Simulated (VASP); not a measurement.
# MgO2 (I4/mcm) in VASP: single point with r2SCAN

Aim: the single point of MgO2 with r2SCAN.

All numbers are computed with VASP 6.6.1; they aren't measurements. Logs are shortened: lines on timing, memory, paths and dates and some standing lists are left out, and cuts for length are marked.

## Step 1: The cell of the first run

The structure is tetragonal, space group I4/mcm (No. 140). The conventional cell has a = 4.003 Å, b = 4.003 Å, c = 4.728 Å, α = 90.00°, β = 90.00°, γ = 90.00°. Within 2.6 Å of Mg (site symmetry 422) lie 8 O at 1.98 Å and 2 Mg at 2.36 Å. Within 1.9 Å of O (site symmetry m2m) lie 1 O at 1.40 Å.

## Step 2: Single point, r2SCAN

POSCAR reads:

```
MgO2
1.0
   -2.0012574142      2.0012574142      2.3638417177
    2.0012574142     -2.0012574142      2.3638417177
    2.0012574142      2.0012574142     -2.3638417177
Mg O
2 4
Direct
    0.2500000000      0.2500000000      0.0000000000
    0.7500000000      0.7500000000      0.0000000000
    0.1236222421      0.6236222421      0.7472444843
    0.6236222421      0.8763777579      0.5000000000
    0.8763777579      0.3763777579      0.2527555157
    0.3763777579      0.1236222421      0.5000000000
```

INCAR.step1 reads:

```
PREC = Accurate ; ENCUT = 920
ISMEAR = 0 ; SIGMA = 0.02
LREAL = False ; LASPH = True
NELM = 120 ; NBANDS = 31
GGA = PE ; ALGO = Normal
EDIFF = 1E-5 ; LWAVE = True
LCHARG = False ; GGA_COMPAT = False
```

INCAR.step2 reads:

```
PREC = Accurate ; ENCUT = 920
EDIFF = 1E-6 ; ISMEAR = 0
SIGMA = 0.02 ; LREAL = False
LASPH = True ; NELM = 120
ALGO = Normal ; ISIF = 2
LWAVE = False ; LCHARG = True
METAGGA = R2SCAN ; LMIXTAU = True
LELF = True ; LVHAR = True
NBANDS = 31 ; ISTART = 1
GGA_COMPAT = False
```

KPOINTS reads:

```
Automatic mesh
0
Gamma
  8 8 8
```

Potentials or basis: VASP PAW PBE potentials, release 64 (Mg_sv, O).

Command:

```console
cat potpaw_PBE.64/Mg_sv/POTCAR potpaw_PBE.64/O/POTCAR > POTCAR
cp INCAR.step1 INCAR
mpirun -np 1 vasp_std > vasp.out
cp INCAR.step2 INCAR
mpirun -np 1 vasp_std > vasp.out
```

OUTCAR:

```text
PREC = Accurate
   ENCUT = 920
   EDIFF = 1E-6
   ISMEAR = 0
   LREAL = False
   LASPH = True
   NELM = 120
   ISIF = 2
   METAGGA = R2SCAN
   ISTART = 1

 ion  position               nearest neighbor table
   1  0.250  0.250  0.000-   3 1.98   5 1.98   6 1.98   6 1.98   4 1.98   4 1.98   3 1.98   5 1.98

   2  0.750  0.750  0.000-   3 1.98   5 1.98   4 1.98   4 1.98   6 1.98   6 1.98   5 1.98   3 1.98

   3  0.124  0.624  0.747-   5 1.40   2 1.98   1 1.98   1 1.98   2 1.98
   4  0.624  0.876  0.500-   6 1.40   2 1.98   2 1.98   1 1.98   1 1.98
   5  0.876  0.376  0.253-   3 1.40   2 1.98   1 1.98   2 1.98   1 1.98
   6  0.376  0.124  0.500-   4 1.40   1 1.98   1 1.98   2 1.98   2 1.98

  LATTYP: Found a body centered tetragonal cell.
 ALAT       =     4.0025148284
 C/A-ratio  =     1.1811782437

  Lattice vectors:

 A1 = (  -2.0012574142,   2.0012574142,   2.3638417177)
 A2 = (   2.0012574142,  -2.0012574142,   2.3638417177)
 A3 = (   2.0012574142,   2.0012574142,  -2.3638417177)

Analysis of symmetry for initial positions (statically):
=====================================================================
 Subroutine PRICEL returns:
 Original cell was already a primitive cell.

 Routine SETGRP: Setting up the symmetry group for a
 body centered tetragonal supercell.

 Subroutine GETGRP returns: Found 16 space group operations
 (whereof  8 operations were pure point group operations)
 out of a pool of 16 trial point group operations.

The static configuration has the point symmetry C_4h.
 The point group associated with its full space group is D_4h.

Analysis of symmetry for dynamics (positions and initial velocities):
=====================================================================
 Subroutine PRICEL returns:
 Original cell was already a primitive cell.

 Routine SETGRP: Setting up the symmetry group for a
 body centered tetragonal supercell.

 Subroutine GETGRP returns: Found 16 space group operations
 (whereof  8 operations were pure point group operations)
 out of a pool of 16 trial point group operations.

The dynamic configuration has the point symmetry C_4h.
 The point group associated with its full space group is D_4h.

 Subroutine INISYM returns: Found 16 space group operations
 (whereof  8 operations are pure point group operations),
 and found     1 'primitive' translations

----------------------------------------------------------------------------------------

                                     Primitive cell

  volume of cell :      37.8690

  direct lattice vectors                    reciprocal lattice vectors
    -2.001257414  2.001257414  2.363841718     0.000000000  0.249842922  0.211520085
     2.001257414 -2.001257414  2.363841718     0.249842922  0.000000000  0.211520085
     2.001257414  2.001257414 -2.363841718     0.249842922  0.249842922  0.000000000

  length of vectors
     3.687520867  3.687520867  3.687520867     0.327356429  0.327356429  0.353331249

  position of ions in fractional coordinates (direct lattice)
     0.250000000  0.250000000  0.000000000
     0.750000000  0.750000000  0.000000000
     0.123622242  0.623622242  0.747244484
     0.623622242  0.876377758  0.500000000
     0.876377758  0.376377758  0.252755516
     0.376377758  0.123622242  0.500000000

  ion indices of the primitive-cell ions
   primitive index   ion index
                 1           1
                 2           2
                 3           3
                 4           4
                 5           5
                 6           6

----------------------------------------------------------------------------------------

 KPOINTS: Automatic mesh

Automatic generation of k-mesh.
 Grid dimensions read from file:
 generate k-points for:    8    8    8

 Generating k-lattice:

  Cartesian coordinates                     Fractional coordinates (reciprocal lattice)
     0.000000000  0.031230365  0.026440011     0.125000000 -0.000000000  0.000000000
     0.031230365  0.000000000  0.026440011    -0.000000000  0.125000000  0.000000000
     0.031230365  0.031230365  0.000000000     0.000000000  0.000000000  0.125000000

  Length of vectors
     0.040919554  0.040919554  0.044166406

  Shift w.r.t. Gamma in fractional coordinates (k-lattice)
     0.000000000  0.000000000  0.000000000

 Subroutine IBZKPT returns following result:
 ===========================================

 Found     59 irreducible k-points:

 Following reciprocal coordinates:
            Coordinates               Weight
  0.000000  0.000000  0.000000      1.000000
  0.125000 -0.000000  0.000000      8.000000
  0.250000 -0.000000  0.000000      8.000000
  0.375000  0.000000  0.000000      8.000000
  0.500000 -0.000000  0.000000      4.000000
  0.125000  0.125000  0.000000      8.000000
[... 16 lines left out ...]
  0.250000  0.125000  0.125000     16.000000
  0.375000  0.125000  0.125000      8.000000
 [... further k-points ...]
   k-points           NKPTS =     59   k-points in BZ     NKDIM =     59   number of bands    NBANDS=     31
   number of dos      NEDOS =    301   number of ions     NIONS =      6
   total plane-waves  NPLWV =  46656
   dimension x,y,z NGX =    36 NGY =   36 NGZ =   36
   dimension x,y,z NGXF=    72 NGYF=   72 NGZF=   72
   ions per type =               2   4
   NGX,Y,Z   is equivalent  to a cutoff of  16.23, 16.23, 16.23 a.u.
   NGXF,Y,Z  is equivalent  to a cutoff of  32.46, 32.46, 32.46 a.u.
 SYSTEM =  unknown system
   PREC   = accura    normal or accurate (medium, high low for compatibility)
   ISTART =      1    job   : 0-new  1-cont  2-samecut
   ICHARG =      0    charge: 1-file 2-atom 10-const
   ISPIN  =      1    spin polarized calculation?
   LNONCOLLINEAR =      F non collinear calculations
   LSORBIT =      F    spin-orbit coupling
   LASPH  =      T    aspherical Exc in radial PAW
   ENCUT  =  920.0 eV  67.62 Ry    8.22 a.u.   9.12  9.12  9.12*2*pi/ulx,y,z
   NELM   =    120;   NELMIN=  2; NELMDL=  0     # of ELM steps
   EDIFF  = 0.1E-05   stopping-criterion for ELM
   LREAL  =      F    real-space projection
   EDIFFG = 0.1E-04   stopping-criterion for IOM
   NSW    =      0    number of steps for IOM
   IBRION =     -1    ionic relax: 0-MD 1-quasi-New 2-CG
   NFREE  =      0    steps in history (QN), initial steepest desc. (CG)
   ISIF   =      2    stress and relaxation
   ISYM   =      2    0-nonsym 1-usesym 2-fastsym
   POTIM  = 0.5000    time-step for ionic-motion
   TEBEG  =    0.0;   TEEND  =   0.0 temperature during run
   PSTRESS=    0.0 pullay stress
   NELECT =      44.0000    total number of electrons
   NUPDOWN=      -1.0000    fix difference up-down
   EMIN   =  10.00;   EMAX   =-10.00  energy-range for DOS
   EFERMI =   0.00;   METHOD = LEGACY
   ISMEAR =     0;   SIGMA  =   0.02  broadening in eV -4-tet -1-fermi 0-gaus
   EFERMI_NEDOS =   21; number of points for ismear=-14 and -15
   IALGO  =     38    algorithm
   IMIX   =      4    mixing-type and parameters
     AMIX     =   0.40;   BMIX     =  1.00
     AMIX_MAG =   1.60;   BMIX_MAG =  1.00
  volume/ion in A,a.u.               =       6.31        42.59
  Fermi-wavevector in a.u.,A,eV,Ry     =   1.721066  3.252344 40.301403  2.962070
  Thomas-Fermi vector in A             =   2.797388
   LORBIT       =      0    0 simple, 1 ext, 2 COOP (PROOUT), +10 PAW based schemes
   METAGGA = R2SCAN    functional components
   LHFCALC =     F    Hartree Fock is set to
   AEXX    =    0.0000 exact exchange contribution
   IVDW    =     0    specifies the selected vdW correction
   LEPSILON=     F    determine dielectric tensor
   LRPA    =     F    only Hartree local field effects (RPA)
 non-spin polarized calculation
 Gauss-broadening in eV      SIGMA  =   0.02
  energy-cutoff  :      920.00
  volume of cell :       37.87
 maximum number of plane-waves:      2418
   NGX = 19   NGY = 19   NGZ = 19

 number of electron      44.0000017 magnetization

 Free energy of the ion-electron system (eV)
  ---------------------------------------------------
  ext. energy  EPLUGINS =         0.00000000
  ---------------------------------------------------
  free energy    TOTEN  =       -39.16968465 eV

  energy without entropy =      -39.16968465  energy(sigma->0) =      -39.16968465

 E-fermi :   8.0461     XC(G=0): -14.2314

 val. band max:        7.9488847277   @ k =   0.5000   0.5000   0.5000
 cond. band min:      12.5516685039   @ k =  -0.2500   0.2500   0.0000
 fundamental gap:      4.6027837762
 Fermi energy:         8.0461370642

 k-point     1 :       0.0000    0.0000    0.0000
  band No.  band energies     occupation
      1     -68.9121      2.00000
      2     -68.8525      2.00000
      3     -34.2827      2.00000
      4     -34.0070      2.00000
      5     -34.0070      2.00000
      6     -33.9955      2.00000
[... 23 lines left out ...]
     30      24.3969      0.00000
     31      25.8479      0.00000

 k-point     2 :       0.1250   -0.0000    0.0000
  band No.  band energies     occupation
      1     -68.9096      2.00000
      2     -68.8547      2.00000
      3     -34.2711      2.00000
      4     -34.0077      2.00000
      5     -34.0074      2.00000
      6     -33.9979      2.00000
[... 23 lines left out ...]
     30      24.3002      0.00000
     31      25.6428      0.00000

 k-point     3 :       0.2500   -0.0000    0.0000
  band No.  band energies     occupation
      1     -68.9030      2.00000
      2     -68.8611      2.00000
      3     -34.2374      2.00000
      4     -34.0096      2.00000
      5     -34.0082      2.00000
      6     -34.0063      2.00000
[... 23 lines left out ...]
     30      24.3780      0.00000
     31      25.7056      0.00000

 k-point     4 :       0.3750    0.0000    0.0000
  band No.  band energies     occupation
      1     -68.8933      2.00000
      2     -68.8706      2.00000
      3     -34.1858      2.00000
      4     -34.0562      2.00000
      5     -34.0112      2.00000
      6     -34.0087      2.00000
[... 23 lines left out ...]
     30      23.7173      0.00000
     31      26.3710      0.00000

 k-point     5 :       0.5000   -0.0000    0.0000
  band No.  band energies     occupation
      1     -68.8819      2.00000
      2     -68.8819      2.00000
      3     -34.1225      2.00000
      4     -34.1225      2.00000
      5     -34.0109      2.00000
      6     -34.0109      2.00000
[... 23 lines left out ...]
     30      22.8112      0.00000
     31      27.2873      0.00000
[... 542 lines left out ...]
     30      23.7834      0.00000
     31      26.8035      0.00000

 k-point    22 :       0.1250    0.1250    0.1250
  band No.  band energies     occupation
      1     -68.9017      2.00000
      2     -68.8623      2.00000
      3     -34.2418      2.00000
      4     -34.0416      2.00000
      5     -34.0247      2.00000
      6     -33.9913      2.00000
[... 23 lines left out ...]
     30      24.3148      0.00000
     31      26.5432      0.00000

 k-point    23 :       0.2500    0.1250    0.1250
  band No.  band energies     occupation
      1     -68.8926      2.00000
      2     -68.8713      2.00000
      3     -34.1873      2.00000
      4     -34.0577      2.00000
      5     -34.0429      2.00000
      6     -34.0374      2.00000
[... 23 lines left out ...]
     30      23.6391      0.00000
     31      26.8681      0.00000

 k-point    24 :       0.3750    0.1250    0.1250
  band No.  band energies     occupation
      1     -68.8819      2.00000
      2     -68.8819      2.00000
      3     -34.1215      2.00000
      4     -34.1215      2.00000
      5     -34.0460      2.00000
      6     -34.0460      2.00000
[... 23 lines left out ...]
     30      22.5600      0.00000
     31      27.5348      0.00000

 [... further k-points ...]

------------------------ aborting loop because EDIFF is reached ----------------------------------------

  FORCE on cell =-STRESS in cart. coord.  units (eV):
  Direction    XX          YY          ZZ          XY          YZ          ZX
  --------------------------------------------------------------------------------------
  -------------------------------------------------------------------------------------
  Total       22.7493232     22.7493232     22.4232023      0.0000000      0.0000000      0.0000000
  in kB      962.4867756    962.4867756    948.6891327      0.0000000      0.0000000      0.0000000
  external PRESSURE =     957.8875613 kB  Pullay stress =       0.0000000 kB

 VOLUME and BASIS-vectors are now :
 -----------------------------------------------------------------------------
  energy-cutoff  :      920.00
  volume of cell :       37.87
      direct lattice vectors                 reciprocal lattice vectors
    -2.001257414  2.001257414  2.363841718     0.000000000  0.249842922  0.211520085
     2.001257414 -2.001257414  2.363841718     0.249842922  0.000000000  0.211520085
     2.001257414  2.001257414 -2.363841718     0.249842922  0.249842922  0.000000000

 POSITION                                       TOTAL-FORCE (eV/Angst)
 -----------------------------------------------------------------------------------
      0.00000      0.00000      1.18192        -0.000000     -0.000000     -0.000000
      0.00000      0.00000      3.54576        -0.000000     -0.000000     -0.000000
      2.49606      0.49480     -0.00000         0.198710      0.198710     -0.000000
      1.50646      0.49480      2.36384        -0.198710      0.198710      0.000000
     -0.49480      1.50646      2.36384        -0.198710     -0.198710      0.000000
      0.49480      1.50646      0.00000         0.198710     -0.198710      0.000000
 -----------------------------------------------------------------------------------
    total drift:                                0.000000     -0.000000      0.000000

  FREE ENERGIE OF THE ION-ELECTRON SYSTEM (eV)
  ---------------------------------------------------
  free  energy   TOTEN  =       -39.1696846471 eV

  energy  without entropy=      -39.1696846471  energy(sigma->0) =      -39.16968465
```

Run time: 19 min. Hardware: 1 thread of AMD EPYC, shared host; peak memory 0.26 GiB.

Results:

| Property | Result |
| --- | --- |
| Free energy | -39.1697 eV |
| Pressure | 95.8 GPa |
| Largest force | 0.281 eV/Å |
| Band gap on the k mesh | 4.60 eV (least direct gap 5.61 eV) |

Forces on the atoms (eV/Å):
```
Mg   0.000  0.000  0.000
Mg   0.000  0.000  0.000
O    0.199  0.199  0.000
O   -0.199  0.199  0.000
O   -0.199 -0.199  0.000
O    0.199 -0.199  0.000
```

Caveat: the cell stands under pressure; the PAW data sets were made with another functional, which shifts forces and pressure a little. A k mesh can miss the band edges.
